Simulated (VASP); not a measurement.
# MgO (P6_3mc) in VASP: a series of runs

The runs below take MgO through single point, with PBEsol.

Program: VASP 6.6.1. These are calculated values, not measurements. Logs are shortened: lines on timing, memory, paths and dates and some standing lists are left out, and cuts for length are marked.

### 1 The cell of the first run

Symmetry: P6_3mc, No. 186, hexagonal system. The conventional cell has a = 3.072 Å, b = 3.072 Å, c = 5.019 Å, α = 90.00°, β = 90.00°, γ = 120.00°. Within 2.5 Å of Mg (site symmetry 3m) lie 4 O at 1.85 to 1.99 Å. Within 2.5 Å of O (site symmetry 3m) lie 4 Mg at 1.85 to 1.99 Å.

### 2 Single point, PBEsol

The input, INCAR:

```
SYSTEM = MgO
  PREC = Accurate
  ENCUT = 520
  EDIFF = 1E-6
  ISMEAR = 0
  SIGMA = 0.05
  LREAL = .False.
  LASPH = .True.
  NELM = 60
  ALGO = Normal
  ISIF = 2
  LWAVE = .False.
  LCHARG = .True.
  GGA = PS
  LELF = .True.
  LVHAR = .True.
  NBANDS = 16
```

The input, KPOINTS:

```
regular mesh
0
Gamma
  9 9 6
  0 0 0
```

The input, POSCAR:

```
MgO
1.0
    3.0722000000      0.0000000000      0.0000000000
   -1.5361000000      2.6606032455      0.0000000000
    0.0000000000      0.0000000000      5.0193879762
Mg O
2 2
Direct
    0.3333333333      0.6666666667      0.0036583380
    0.6666666667      0.3333333333      0.5036583380
    0.3333333333      0.6666666667      0.4009416620
    0.6666666667      0.3333333333      0.9009416620
```

Potentials or basis: VASP PAW PBE potentials, release 64 (Mg, O).

Run with:

```sh
> cat potpaw_PBE.64/Mg/POTCAR potpaw_PBE.64/O/POTCAR > POTCAR
> mpirun -np 1 vasp_std > vasp.out
```

OUTCAR:

```text
SYSTEM = MgO
   PREC = Accurate
   ENCUT = 520
   EDIFF = 1E-6
   ISMEAR = 0
   LREAL = .False.
   LASPH = .True.
   NELM = 60
   ISIF = 2
   GGA = PS

 ion  position               nearest neighbor table
   1  0.333  0.667  0.004-   4 1.85   4 1.85   4 1.85   3 1.99   2 3.07   2 3.07   2 3.07   2 3.07
                             2 3.07   2 3.07
   2  0.667  0.333  0.504-   3 1.85   3 1.85   3 1.85   4 1.99   1 3.07   1 3.07   1 3.07   1 3.07
                             1 3.07   1 3.07
   3  0.333  0.667  0.401-   2 1.85   2 1.85   2 1.85   1 1.99
   4  0.667  0.333  0.901-   1 1.85   1 1.85   1 1.85   2 1.99

  LATTYP: Found a hexagonal cell.
 ALAT       =     3.0722000000
 C/A-ratio  =     1.6338089891

  Lattice vectors:

 A1 = (   3.0722000000,   0.0000000000,   0.0000000000)
 A2 = (  -1.5361000000,   2.6606032455,   0.0000000000)
 A3 = (   0.0000000000,   0.0000000000,   5.0193879762)

Analysis of symmetry for initial positions (statically):
=====================================================================
 Subroutine PRICEL returns:
 Original cell was already a primitive cell.

 Routine SETGRP: Setting up the symmetry group for a
 hexagonal supercell.

 Subroutine GETGRP returns: Found 12 space group operations
 (whereof  6 operations were pure point group operations)
 out of a pool of 24 trial point group operations.

The static configuration has the point symmetry C_3v.
 The point group associated with its full space group is C_6v.

Analysis of symmetry for dynamics (positions and initial velocities):
=====================================================================
 Subroutine PRICEL returns:
 Original cell was already a primitive cell.

 Routine SETGRP: Setting up the symmetry group for a
 hexagonal supercell.

 Subroutine GETGRP returns: Found 12 space group operations
 (whereof  6 operations were pure point group operations)
 out of a pool of 24 trial point group operations.

The dynamic configuration has the point symmetry C_3v.
 The point group associated with its full space group is C_6v.

 Subroutine INISYM returns: Found 12 space group operations
 (whereof  6 operations are pure point group operations),
 and found     1 'primitive' translations

----------------------------------------------------------------------------------------

                                     Primitive cell

  volume of cell :      41.0280

  direct lattice vectors                    reciprocal lattice vectors
     3.072200000  0.000000000  0.000000000     0.325499642  0.187927306  0.000000000
    -1.536100000  2.660603245  0.000000000     0.000000000  0.375854612  0.000000000
     0.000000000  0.000000000  5.019387976     0.000000000  0.000000000  0.199227476

  length of vectors
     3.072200000  3.072200000  5.019387976     0.375854612  0.375854612  0.199227476

  position of ions in fractional coordinates (direct lattice)
     0.333333333  0.666666667  0.003658338
     0.666666667  0.333333333  0.503658338
     0.333333333  0.666666667  0.400941662
     0.666666667  0.333333333  0.900941662

  ion indices of the primitive-cell ions
   primitive index   ion index
                 1           1
                 2           2
                 3           3
                 4           4

----------------------------------------------------------------------------------------

 KPOINTS: regular mesh

Automatic generation of k-mesh.
 Grid dimensions read from file:
 generate k-points for:    9    9    6

 Generating k-lattice:

  Cartesian coordinates                     Fractional coordinates (reciprocal lattice)
     0.036166627  0.020880812  0.000000000     0.111111111  0.000000000  0.000000000
     0.000000000  0.041761624  0.000000000     0.000000000  0.111111111  0.000000000
     0.000000000  0.000000000  0.033204579     0.000000000  0.000000000  0.166666667

  Length of vectors
     0.041761624  0.041761624  0.033204579

  Shift w.r.t. Gamma in fractional coordinates (k-lattice)
     0.000000000  0.000000000  0.000000000

 Subroutine IBZKPT returns following result:
 ===========================================

 Found     48 irreducible k-points:

 Following reciprocal coordinates:
            Coordinates               Weight
  0.000000  0.000000  0.000000      1.000000
  0.111111  0.000000  0.000000      6.000000
  0.222222  0.000000  0.000000      6.000000
  0.333333 -0.000000  0.000000      6.000000
  0.444444  0.000000  0.000000      6.000000
  0.111111  0.111111  0.000000      6.000000
[... 16 lines left out ...]
  0.333333  0.222222  0.166667     24.000000
  0.333333  0.333333  0.166667      4.000000
 [... further k-points ...]
   k-points           NKPTS =     48   k-points in BZ     NKDIM =     48   number of bands    NBANDS=     16
   number of dos      NEDOS =    301   number of ions     NIONS =      4
   total plane-waves  NPLWV =  23040
   dimension x,y,z NGX =    24 NGY =   24 NGZ =   40
   dimension x,y,z NGXF=    48 NGYF=   48 NGZF=   80
   ions per type =               2   2
   NGX,Y,Z   is equivalent  to a cutoff of  12.99, 12.99, 13.25 a.u.
   NGXF,Y,Z  is equivalent  to a cutoff of  25.97, 25.97, 26.50 a.u.
 SYSTEM =  MgO
   PREC   = accura    normal or accurate (medium, high low for compatibility)
   ISTART =      0    job   : 0-new  1-cont  2-samecut
   ICHARG =      2    charge: 1-file 2-atom 10-const
   ISPIN  =      1    spin polarized calculation?
   LNONCOLLINEAR =      F non collinear calculations
   LSORBIT =      F    spin-orbit coupling
   LASPH  =      T    aspherical Exc in radial PAW
   ENCUT  =  520.0 eV  38.22 Ry    6.18 a.u.   5.71  5.71  9.33*2*pi/ulx,y,z
   NELM   =     60;   NELMIN=  2; NELMDL= -5     # of ELM steps
   EDIFF  = 0.1E-05   stopping-criterion for ELM
   LREAL  =      F    real-space projection
   EDIFFG = 0.1E-04   stopping-criterion for IOM
   NSW    =      0    number of steps for IOM
   IBRION =     -1    ionic relax: 0-MD 1-quasi-New 2-CG
   NFREE  =      0    steps in history (QN), initial steepest desc. (CG)
   ISIF   =      2    stress and relaxation
   ISYM   =      2    0-nonsym 1-usesym 2-fastsym
   POTIM  = 0.5000    time-step for ionic-motion
   TEBEG  =    0.0;   TEEND  =   0.0 temperature during run
   PSTRESS=    0.0 pullay stress
   NELECT =      16.0000    total number of electrons
   NUPDOWN=      -1.0000    fix difference up-down
   EMIN   =  10.00;   EMAX   =-10.00  energy-range for DOS
   EFERMI =   0.00;   METHOD = LEGACY
   ISMEAR =     0;   SIGMA  =   0.05  broadening in eV -4-tet -1-fermi 0-gaus
   EFERMI_NEDOS =   21; number of points for ismear=-14 and -15
   IALGO  =     38    algorithm
   IMIX   =      4    mixing-type and parameters
     AMIX     =   0.40;   BMIX     =  1.00
     AMIX_MAG =   1.60;   BMIX_MAG =  1.00
  volume/ion in A,a.u.               =      10.26        69.22
  Fermi-wavevector in a.u.,A,eV,Ry     =   1.196065  2.260235 19.464100  1.430571
  Thomas-Fermi vector in A             =   2.332014
   LORBIT       =      0    0 simple, 1 ext, 2 COOP (PROOUT), +10 PAW based schemes
   GGA     = PS    functional components
   LHFCALC =     F    Hartree Fock is set to
   AEXX    =    0.0000 exact exchange contribution
   IVDW    =     0    specifies the selected vdW correction
   LEPSILON=     F    determine dielectric tensor
   LRPA    =     F    only Hartree local field effects (RPA)
 non-spin polarized calculation
 Gauss-broadening in eV      SIGMA  =   0.05
  energy-cutoff  :      520.00
  volume of cell :       41.03
 maximum number of plane-waves:      1116
 NGX is ok and might be reduce to    24
   NGX = 11   NGY = 11   NGZ = 19

 number of electron      16.0000005 magnetization

 Free energy of the ion-electron system (eV)
  ---------------------------------------------------
  ext. energy  EPLUGINS =         0.00000000
  ---------------------------------------------------
  free energy    TOTEN  =       -23.94979654 eV

  energy without entropy =      -23.94979654  energy(sigma->0) =      -23.94979654

 E-fermi :   1.8604     XC(G=0): -10.6089

 val. band max:        1.6392994109   @ k =   0.0000   0.0000   0.0000
 cond. band min:       5.9891806857   @ k =   0.0000   0.0000   0.0000
 fundamental gap:      4.3498812748
 Fermi energy:         1.8604118936

 k-point     1 :       0.0000    0.0000    0.0000
  band No.  band energies     occupation
      1     -14.8412      2.00000
      2     -13.9129      2.00000
      3      -2.0887      2.00000
      4       1.1622      2.00000
      5       1.1622      2.00000
      6       1.4017      2.00000
[... 8 lines left out ...]
     15      20.3324      0.00000
     16      20.3324      0.00000

 k-point     2 :       0.1111    0.0000    0.0000
  band No.  band energies     occupation
      1     -14.7524      2.00000
      2     -13.8700      2.00000
      3      -1.9391      2.00000
      4       0.7672      2.00000
      5       0.9902      2.00000
      6       1.0742      2.00000
[... 8 lines left out ...]
     15      19.6033      0.00000
     16      19.9567      0.00000

 k-point     3 :       0.2222    0.0000    0.0000
  band No.  band energies     occupation
      1     -14.5134      2.00000
      2     -13.7659      2.00000
      3      -1.5172      2.00000
      4      -0.2131      2.00000
      5       0.3061      2.00000
      6       0.8942      2.00000
[... 8 lines left out ...]
     15      18.5172      0.00000
     16      19.1892      0.00000

 k-point     4 :       0.3333   -0.0000    0.0000
  band No.  band energies     occupation
      1     -14.2047      2.00000
      2     -13.6660      2.00000
      3      -1.1491      2.00000
      4      -0.8931      2.00000
      5      -0.3348      2.00000
      6       0.7213      2.00000
[... 8 lines left out ...]
     15      17.8178      0.00000
     16      19.4948      0.00000
[... 324 lines left out ...]
 k-point    22 :       0.2222    0.2222    0.1667
  band No.  band energies     occupation
      1     -14.0263      2.00000
      2     -13.6610      2.00000
      3      -1.1611      2.00000
      4      -0.9708      2.00000
      5       0.0253      2.00000
      6       0.3086      2.00000
[... 8 lines left out ...]
     15      17.2663      0.00000
     16      20.3075      0.00000

 k-point    23 :       0.3333    0.2222    0.1667
  band No.  band energies     occupation
      1     -13.8243      2.00000
      2     -13.6466      2.00000
      3      -1.3883      2.00000
      4      -0.7738      2.00000
      5      -0.2012      2.00000
      6       0.3333      2.00000
[... 8 lines left out ...]
     15      16.8612      0.00000
     16      20.4527      0.00000

 k-point    24 :       0.3333    0.3333    0.1667
  band No.  band energies     occupation
      1     -13.6983      2.00000
      2     -13.6983      2.00000
      3      -1.2102      2.00000
      4      -0.5457      2.00000
      5      -0.5457      2.00000
      6       0.0112      2.00000
[... 8 lines left out ...]
     15      16.3196      0.00000
     16      21.7483      0.00000

 [... further k-points ...]
[... 5 lines left out ...]
  --------------------------------------------------------------------------------------
  -------------------------------------------------------------------------------------
  Total        8.9247032      8.9247032      2.3229975      0.0000000     -0.0000000      0.0000000
  in kB      348.5170244    348.5170244     90.7149698      0.0000000     -0.0000000      0.0000000
  external PRESSURE =     262.5830062 kB  Pullay stress =       0.0000000 kB

 VOLUME and BASIS-vectors are now :
 -----------------------------------------------------------------------------
  energy-cutoff  :      520.00
  volume of cell :       41.03
      direct lattice vectors                 reciprocal lattice vectors
     3.072200000  0.000000000  0.000000000     0.325499642  0.187927306  0.000000000
    -1.536100000  2.660603245  0.000000000     0.000000000  0.375854612  0.000000000
     0.000000000  0.000000000  5.019387976     0.000000000  0.000000000  0.199227476

 POSITION                                       TOTAL-FORCE (eV/Angst)
 -----------------------------------------------------------------------------------
     -0.00000      1.77374      0.01836         0.000000      0.000000      0.967223
      1.53610      0.88687      2.52806        -0.000000      0.000000      0.967223
     -0.00000      1.77374      2.01248        -0.000000      0.000000     -0.967223
      1.53610      0.88687      4.52218         0.000000     -0.000000     -0.967223
 -----------------------------------------------------------------------------------
    total drift:                               -0.000000     -0.000000     -0.000147

  FREE ENERGIE OF THE ION-ELECTRON SYSTEM (eV)
  ---------------------------------------------------
  free  energy   TOTEN  =       -23.9497965373 eV

  energy  without entropy=      -23.9497965373  energy(sigma->0) =      -23.94979654
```

Wall time 18 s (1 thread of AMD EPYC 9R45 (Zen 5), shared host); peak memory 0.14 GiB.

Results:

```yaml
Free_energy: -23.9498 eV
Pressure: 26.3 GPa
Largest_force: 0.967 eV/Å
Band_gap_on_the_k_mesh: 4.35 eV, direct
```

Forces in eV/Å, atoms in the order of the input:
```
Mg   0.000  0.000  0.967
Mg   0.000  0.000  0.967
O    0.000  0.000 -0.967
O    0.000  0.000 -0.967
```

Caveat: the PAW data sets were made with another functional, which shifts forces and pressure a little.

### 3 Single point, PBEsol

This run uses another cell than the first one, of 10.22 Å³/atom, 0.996 times its volume.

The input, INCAR:

```
SYSTEM = MgO
  ALGO = Normal
  EDIFF = 1E-6
  ENCUT = 520
  GGA = PS
  ISIF = 2
  ISMEAR = 0
  LASPH = .TRUE.
  LCHARG = .TRUE.
  LELF = .TRUE.
  LREAL = .FALSE.
  LVHAR = .TRUE.
  LWAVE = .FALSE.
  NBANDS = 16
  NELM = 60
  PREC = Accurate
  SIGMA = 0.05
```

The input, KPOINTS:

```
k-points
0
G
  9 9 6
  0 0 0
```

The input, POSCAR:

```
MgO
1.0
    3.1300000000      0.0000000000      0.0000000000
   -1.5650000000      2.7106595138      0.0000000000
    0.0000000000      0.0000000000      4.8186000000
Mg O
2 2
Direct
    0.3333333333      0.6666666667      0.0036583380
    0.6666666667      0.3333333333      0.5036583380
    0.3333333333      0.6666666667      0.4009416620
    0.6666666667      0.3333333333      0.9009416620
```

Potentials or basis: VASP PAW PBE potentials, release 64 (Mg, O).

Run with:

```sh
> cat potpaw_PBE.64/Mg/POTCAR potpaw_PBE.64/O/POTCAR > POTCAR
> mpirun -np 1 vasp_std > vasp.out
```

OUTCAR:

```text
SYSTEM = MgO
   EDIFF = 1E-6
   ENCUT = 520
   GGA = PS
   ISIF = 2
   ISMEAR = 0
   LASPH = .TRUE.
   LREAL = .FALSE.
   NELM = 60
   PREC = Accurate

 ion  position               nearest neighbor table
   1  0.333  0.667  0.004-   4 1.87   4 1.87   4 1.87   3 1.91   2 3.01   2 3.01   2 3.01   2 3.01
                             2 3.01   2 3.01
   2  0.667  0.333  0.504-   3 1.87   3 1.87   3 1.87   4 1.91   1 3.01   1 3.01   1 3.01   1 3.01
                             1 3.01   1 3.01
   3  0.333  0.667  0.401-   2 1.87   2 1.87   2 1.87   1 1.91
   4  0.667  0.333  0.901-   1 1.87   1 1.87   1 1.87   2 1.91

  LATTYP: Found a hexagonal cell.
 ALAT       =     3.1300000000
 C/A-ratio  =     1.5394888179

  Lattice vectors:

 A1 = (   3.1300000000,   0.0000000000,   0.0000000000)
 A2 = (  -1.5650000000,   2.7106595138,   0.0000000000)
 A3 = (   0.0000000000,   0.0000000000,   4.8186000000)

Analysis of symmetry for initial positions (statically):
=====================================================================
 Subroutine PRICEL returns:
[... 174 lines left out ...]
  free energy    TOTEN  =       -24.09854187 eV

  energy without entropy =      -24.09854187  energy(sigma->0) =      -24.09854187

 E-fermi :   2.0745     XC(G=0): -10.6305

 val. band max:        1.8201793751   @ k =   0.0000   0.0000   0.0000
 cond. band min:       6.0645043937   @ k =   0.0000   0.0000   0.0000
 fundamental gap:      4.2443250187
 Fermi energy:         2.0744906576

 k-point     1 :       0.0000    0.0000    0.0000
  band No.  band energies     occupation
      1     -14.8278      2.00000
      2     -13.7670      2.00000
      3      -1.9609      2.00000
      4       1.0600      2.00000
      5       1.0600      2.00000
      6       1.3849      2.00000
[... 433 lines left out ...]
      3      -1.2469      2.00000
      4      -0.5822      2.00000
      5      -0.5822      2.00000
      6       0.1766      2.00000
[... 8 lines left out ...]
     15      16.5149      0.00000
     16      21.3478      0.00000

 [... further k-points ...]
[... 5 lines left out ...]
  --------------------------------------------------------------------------------------
  -------------------------------------------------------------------------------------
  Total        6.9557577      6.9557577      4.9618084      0.0000000      0.0000000      0.0000000
  in kB      272.5930907    272.5930907    194.4510919      0.0000000      0.0000000      0.0000000
  external PRESSURE =     246.5457577 kB  Pullay stress =       0.0000000 kB

 VOLUME and BASIS-vectors are now :
 -----------------------------------------------------------------------------
  energy-cutoff  :      520.00
  volume of cell :       40.88
      direct lattice vectors                 reciprocal lattice vectors
     3.130000000  0.000000000  0.000000000     0.319488818  0.184456955  0.000000000
    -1.565000000  2.710659514  0.000000000     0.000000000  0.368913910  0.000000000
     0.000000000  0.000000000  4.818600000     0.000000000  0.000000000  0.207529158

 POSITION                                       TOTAL-FORCE (eV/Angst)
 -----------------------------------------------------------------------------------
     -0.00000      1.80711      0.01763        -0.000000      0.000000      0.078594
      1.56500      0.90355      2.42693         0.000000      0.000000      0.078594
     -0.00000      1.80711      1.93198        -0.000000      0.000000     -0.078594
      1.56500      0.90355      4.34128         0.000000      0.000000     -0.078594
 -----------------------------------------------------------------------------------
    total drift:                               -0.000000     -0.000000     -0.002406

  FREE ENERGIE OF THE ION-ELECTRON SYSTEM (eV)
  ---------------------------------------------------
  free  energy   TOTEN  =       -24.0985418665 eV

  energy  without entropy=      -24.0985418665  energy(sigma->0) =      -24.09854187
```

Wall time 16 s (1 thread of AMD EPYC 9R45 (Zen 5), shared host); peak memory 0.14 GiB.

Results:

| Property | Result |
| --- | --- |
| Free energy | -24.0985 eV |
| Pressure | 24.7 GPa |
| Largest force | 0.079 eV/Å |
| Band gap on the k mesh | 4.24 eV, direct |

Forces in eV/Å, atoms in the order of the input:
```
Mg   0.000  0.000  0.079
Mg   0.000  0.000  0.079
O    0.000  0.000 -0.079
O    0.000  0.000 -0.079
```

Levels at points of the mesh, in eV from the valence-band top:
```tsv
k point	band 5	band 6	band 7	band 8	band 9	band 10	band 11	band 12
(0.00, 0.00, 0.00)	-0.76	-0.44	-0.44	0.00	4.24	9.57	11.34	15.27
(0.00, 0.00, 0.50)	-0.60	-0.60	-0.60	-0.60	6.87	6.87	14.28	14.28
```

Caveat: the PAW data sets were made with another functional, which shifts forces and pressure a little.
